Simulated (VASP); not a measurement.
# TaRu (P4/mmm) in VASP: single point with LDA

Aim: the single point of TaRu with LDA.

All numbers are computed with VASP 6.6.1; they aren't measurements. Logs are shortened: lines on timing, memory, paths and dates and some standing lists are left out, and cuts for length are marked.

**1. The cell of the first run**

Symmetry: P4/mmm, No. 123, tetragonal system. Conventional cell: a = 3.002 Å, b = 3.002 Å, c = 3.367 Å, α = 90.00°, β = 90.00°, γ = 90.00°. Ta (site symmetry 4/mmm) has 8 Ru at 2.71 Å and 6 Ta at 3.00 to 3.37 Å within 3.6 Å. Ru (site symmetry 4/mmm) has 8 Ta at 2.71 Å and 6 Ru at 3.00 to 3.37 Å within 3.6 Å.

**2. Single point, LDA**

INCAR

```
ALGO = Normal
EDIFF = 1E-6
ENCUT = 600
GGA = CA
GGA_COMPAT = F
ISIF = 2
ISMEAR = 0
LASPH = T
LCHARG = T
LELF = T
LREAL = F
LVHAR = T
LWAVE = F
NBANDS = 22
NELM = 120
PREC = Accurate
SIGMA = 0.1
```

KPOINTS

```
k-points
0
Gamma
  14 14 12
```

POSCAR

```
TaRu
1.0
    3.0018369134      0.0000000000      0.0000000000
    0.0000000000      3.0018369134      0.0000000000
    0.0000000000      0.0000000000      3.3668739256
Ta Ru
1 1
Direct
    0.5000000000      0.5000000000      0.5000000000
    0.0000000000      0.0000000000      0.0000000000
```

Potentials or basis: VASP PAW LDA potentials, release 64 (Ta_sv_GW, Ru_sv).

Run with:

```
> cat potpaw_LDA.64/Ta_sv_GW/POTCAR potpaw_LDA.64/Ru_sv/POTCAR > POTCAR
> mpirun -np 1 vasp_std > vasp.out
```

OUTCAR:

```text
EDIFF = 1E-6
   ENCUT = 600
   GGA = CA
   ISIF = 2
   ISMEAR = 0
   LASPH = T
   LREAL = F
   NELM = 120
   PREC = Accurate

 ion  position               nearest neighbor table
   1  0.500  0.500  0.500-   2 2.71   2 2.71   2 2.71   2 2.71   2 2.71   2 2.71   2 2.71   2 2.71

   2  0.000  0.000  0.000-   1 2.71   1 2.71   1 2.71   1 2.71   1 2.71   1 2.71   1 2.71   1 2.71

  LATTYP: Found a simple tetragonal cell.
 ALAT       =     3.0018369134
 C/A-ratio  =     1.1216045451

  Lattice vectors:

 A1 = (   3.0018369134,   0.0000000000,   0.0000000000)
 A2 = (   0.0000000000,   3.0018369134,   0.0000000000)
 A3 = (   0.0000000000,   0.0000000000,   3.3668739256)

Analysis of symmetry for initial positions (statically):
=====================================================================
 Subroutine PRICEL returns:
 Original cell was already a primitive cell.

 Routine SETGRP: Setting up the symmetry group for a
 simple tetragonal supercell.

 Subroutine GETGRP returns: Found 16 space group operations
 (whereof 16 operations were pure point group operations)
 out of a pool of 16 trial point group operations.

The static configuration has the point symmetry D_4h.

Analysis of symmetry for dynamics (positions and initial velocities):
=====================================================================
 Subroutine PRICEL returns:
 Original cell was already a primitive cell.

 Routine SETGRP: Setting up the symmetry group for a
 simple tetragonal supercell.

 Subroutine GETGRP returns: Found 16 space group operations
 (whereof 16 operations were pure point group operations)
 out of a pool of 16 trial point group operations.

The dynamic configuration has the point symmetry D_4h.

 Subroutine INISYM returns: Found 16 space group operations
 (whereof 16 operations are pure point group operations),
 and found     1 'primitive' translations

----------------------------------------------------------------------------------------

                                     Primitive cell

  volume of cell :      30.3390

  direct lattice vectors                    reciprocal lattice vectors
     3.001836913  0.000000000  0.000000000     0.333129357  0.000000000  0.000000000
     0.000000000  3.001836913  0.000000000     0.000000000  0.333129357  0.000000000
     0.000000000  0.000000000  3.366873926     0.000000000  0.000000000  0.297011418

  length of vectors
     3.001836913  3.001836913  3.366873926     0.333129357  0.333129357  0.297011418

  position of ions in fractional coordinates (direct lattice)
     0.500000000  0.500000000  0.500000000
     0.000000000  0.000000000  0.000000000

  ion indices of the primitive-cell ions
   primitive index   ion index
                 1           1
                 2           2

----------------------------------------------------------------------------------------

 KPOINTS: k-points

Automatic generation of k-mesh.
 Grid dimensions read from file:
 generate k-points for:   14   14   12

 Generating k-lattice:

  Cartesian coordinates                     Fractional coordinates (reciprocal lattice)
     0.023794954  0.000000000  0.000000000     0.071428571  0.000000000  0.000000000
     0.000000000  0.023794954  0.000000000     0.000000000  0.071428571  0.000000000
     0.000000000  0.000000000  0.024750952     0.000000000  0.000000000  0.083333333

  Length of vectors
     0.023794954  0.023794954  0.024750952

  Shift w.r.t. Gamma in fractional coordinates (k-lattice)
     0.000000000  0.000000000  0.000000000

 Subroutine IBZKPT returns following result:
 ===========================================

 Found    252 irreducible k-points:

 Following reciprocal coordinates:
            Coordinates               Weight
  0.000000  0.000000  0.000000      1.000000
  0.071429  0.000000  0.000000      4.000000
  0.142857  0.000000  0.000000      4.000000
  0.214286  0.000000  0.000000      4.000000
  0.285714  0.000000  0.000000      4.000000
  0.357143  0.000000  0.000000      4.000000
[... 16 lines left out ...]
  0.285714  0.214286  0.000000      8.000000
  0.357143  0.214286  0.000000      8.000000
 [... further k-points ...]
   k-points           NKPTS =    252   k-points in BZ     NKDIM =    252   number of bands    NBANDS=     22
   number of dos      NEDOS =    301   number of ions     NIONS =      2
   total plane-waves  NPLWV =  16128
   dimension x,y,z NGX =    24 NGY =   24 NGZ =   28
   dimension x,y,z NGXF=    48 NGYF=   48 NGZF=   56
   ions per type =               1   1
   NGX,Y,Z   is equivalent  to a cutoff of  13.29, 13.29, 13.83 a.u.
   NGXF,Y,Z  is equivalent  to a cutoff of  26.58, 26.58, 27.65 a.u.
 SYSTEM =  unknown system
   PREC   = accura    normal or accurate (medium, high low for compatibility)
   ISTART =      0    job   : 0-new  1-cont  2-samecut
   ICHARG =      2    charge: 1-file 2-atom 10-const
   ISPIN  =      1    spin polarized calculation?
   LNONCOLLINEAR =      F non collinear calculations
   LSORBIT =      F    spin-orbit coupling
   LASPH  =      T    aspherical Exc in radial PAW
   ENCUT  =  600.0 eV  44.10 Ry    6.64 a.u.   6.00  6.00  6.72*2*pi/ulx,y,z
   NELM   =    120;   NELMIN=  2; NELMDL= -5     # of ELM steps
   EDIFF  = 0.1E-05   stopping-criterion for ELM
   LREAL  =      F    real-space projection
   EDIFFG = 0.1E-04   stopping-criterion for IOM
   NSW    =      0    number of steps for IOM
   IBRION =     -1    ionic relax: 0-MD 1-quasi-New 2-CG
   NFREE  =      0    steps in history (QN), initial steepest desc. (CG)
   ISIF   =      2    stress and relaxation
   ISYM   =      2    0-nonsym 1-usesym 2-fastsym
   POTIM  = 0.5000    time-step for ionic-motion
   TEBEG  =    0.0;   TEEND  =   0.0 temperature during run
   PSTRESS=    0.0 pullay stress
   NELECT =      29.0000    total number of electrons
   NUPDOWN=      -1.0000    fix difference up-down
   EMIN   =  10.00;   EMAX   =-10.00  energy-range for DOS
   EFERMI =   0.00;   METHOD = LEGACY
   ISMEAR =     0;   SIGMA  =   0.10  broadening in eV -4-tet -1-fermi 0-gaus
   EFERMI_NEDOS =   21; number of points for ismear=-14 and -15
   IALGO  =     38    algorithm
   IMIX   =      4    mixing-type and parameters
     AMIX     =   0.40;   BMIX     =  1.00
     AMIX_MAG =   1.60;   BMIX_MAG =  1.00
  volume/ion in A,a.u.               =      15.17       102.37
  Fermi-wavevector in a.u.,A,eV,Ry     =   1.612651  3.047469 35.383915  2.600644
  Thomas-Fermi vector in A             =   2.707847
   LORBIT       =      0    0 simple, 1 ext, 2 COOP (PROOUT), +10 PAW based schemes
   GGA     = CA    functional components
   LHFCALC =     F    Hartree Fock is set to
   AEXX    =    0.0000 exact exchange contribution
   IVDW    =     0    specifies the selected vdW correction
   LEPSILON=     F    determine dielectric tensor
   LRPA    =     F    only Hartree local field effects (RPA)
 non-spin polarized calculation
 Gauss-broadening in eV      SIGMA  =   0.10
  energy-cutoff  :      600.00
  volume of cell :       30.34
 maximum number of plane-waves:      1040
 NGX is ok and might be reduce to    24
   NGX = 11   NGY = 11   NGZ = 13

 number of electron      29.0000004 magnetization

 Free energy of the ion-electron system (eV)
  ---------------------------------------------------
  ext. energy  EPLUGINS =         0.00000000
  ---------------------------------------------------
  free energy    TOTEN  =       -26.57904667 eV

  energy without entropy =      -26.57187405  energy(sigma->0) =      -26.57546036

 E-fermi :  13.5771     XC(G=0): -14.0494

 val. band max:       13.5707436262   @ k =   0.2143   0.0000   0.2500
 cond. band min:      13.5859770220   @ k =   0.1429   0.1429   0.4167
 fundamental gap:      0.0152333958
 Fermi energy:        13.5770611809

 k-point     1 :       0.0000    0.0000    0.0000
  band No.  band energies     occupation
      1     -58.9457      2.00000
      2     -54.3710      2.00000
      3     -29.1916      2.00000
      4     -29.1186      2.00000
      5     -29.1186      2.00000
      6     -20.9897      2.00000
[... 14 lines left out ...]
     21      23.3758      0.00000
     22      23.3758      0.00000

 k-point     2 :       0.0714    0.0000    0.0000
  band No.  band energies     occupation
      1     -58.9448      2.00000
      2     -54.3699      2.00000
      3     -29.1897      2.00000
      4     -29.1279      2.00000
      5     -29.1173      2.00000
      6     -20.9897      2.00000
[... 14 lines left out ...]
     21      22.9406      0.00000
     22      23.8754      0.00000

 k-point     3 :       0.1429    0.0000    0.0000
  band No.  band energies     occupation
      1     -58.9422      2.00000
      2     -54.3668      2.00000
      3     -29.1844      2.00000
      4     -29.1536      2.00000
      5     -29.1136      2.00000
      6     -20.9898      2.00000
[... 14 lines left out ...]
     21      22.7127      0.00000
     22      25.0867      0.00000

 k-point     4 :       0.2143    0.0000    0.0000
  band No.  band energies     occupation
      1     -58.9385      2.00000
      2     -54.3623      2.00000
      3     -29.1907      2.00000
      4     -29.1767      2.00000
      5     -29.1081      2.00000
      6     -21.0491      2.00000
[... 14 lines left out ...]
     21      24.3948      0.00000
     22      26.6444      0.00000

 k-point     5 :       0.2857    0.0000    0.0000
  band No.  band energies     occupation
      1     -58.9343      2.00000
      2     -54.3573      2.00000
      3     -29.2316      2.00000
      4     -29.1682      2.00000
      5     -29.1021      2.00000
      6     -21.1756      2.00000
[... 417 lines left out ...]
 k-point    22 :       0.2143    0.2143    0.0000
  band No.  band energies     occupation
      1     -58.9317      2.00000
      2     -54.3527      2.00000
      3     -29.1928      2.00000
      4     -29.1779      2.00000
      5     -29.1641      2.00000
      6     -21.0490      2.00000
[... 14 lines left out ...]
     21      24.1989      0.00000
     22      25.5806      0.00000

 k-point    23 :       0.2857    0.2143    0.0000
  band No.  band energies     occupation
      1     -58.9278      2.00000
      2     -54.3471      2.00000
      3     -29.2303      2.00000
      4     -29.1812      2.00000
      5     -29.1569      2.00000
      6     -21.1467      2.00000
[... 14 lines left out ...]
     21      24.9010      0.00000
     22      26.5860      0.00000

 k-point    24 :       0.3571    0.2143    0.0000
  band No.  band energies     occupation
      1     -58.9243      2.00000
      2     -54.3420      2.00000
      3     -29.2686      2.00000
      4     -29.1792      2.00000
      5     -29.1503      2.00000
      6     -21.2479      2.00000
[... 14 lines left out ...]
     21      25.6994      0.00000
     22      27.8334      0.00000

 [... further k-points ...]

------------------------ aborting loop because EDIFF is reached ----------------------------------------

  FORCE on cell =-STRESS in cart. coord.  units (eV):
  Direction    XX          YY          ZZ          XY          YZ          ZX
  --------------------------------------------------------------------------------------
  -------------------------------------------------------------------------------------
  Total        0.0986635      0.0986635      0.0973972      0.0000000      0.0000000      0.0000000
  in kB        5.2103419      5.2103419      5.1434699      0.0000000      0.0000000      0.0000000
  external PRESSURE =       5.1880512 kB  Pullay stress =       0.0000000 kB

 VOLUME and BASIS-vectors are now :
 -----------------------------------------------------------------------------
  energy-cutoff  :      600.00
  volume of cell :       30.34
      direct lattice vectors                 reciprocal lattice vectors
     3.001836913  0.000000000  0.000000000     0.333129357  0.000000000  0.000000000
     0.000000000  3.001836913  0.000000000     0.000000000  0.333129357  0.000000000
     0.000000000  0.000000000  3.366873926     0.000000000  0.000000000  0.297011418

 POSITION                                       TOTAL-FORCE (eV/Angst)
 -----------------------------------------------------------------------------------
      1.50092      1.50092      1.68344         0.000000      0.000000      0.000000
      0.00000      0.00000      0.00000         0.000000      0.000000      0.000000
 -----------------------------------------------------------------------------------
    total drift:                                0.000000      0.000000     -0.000000

  FREE ENERGIE OF THE ION-ELECTRON SYSTEM (eV)
  ---------------------------------------------------
  free  energy   TOTEN  =       -26.5790466687 eV

  energy  without entropy=      -26.5718740511  energy(sigma->0) =      -26.57546036
```

It took 2.9 min on 1 thread of Intel Xeon Platinum 8259CL at 2.50GHz (Skylake/Cascade Lake), shared host; peak memory 0.32 GiB.

What came out:

| Property | Result |
| --- | --- |
| Free energy | -26.5790 eV |
| Pressure | 0.5 GPa |
| Band gap on the k mesh | zero (an odd number of electrons rules out a gap without spin polarisation) |

Caveat: spin-orbit coupling is left out, which moves the levels of the heavy elements.
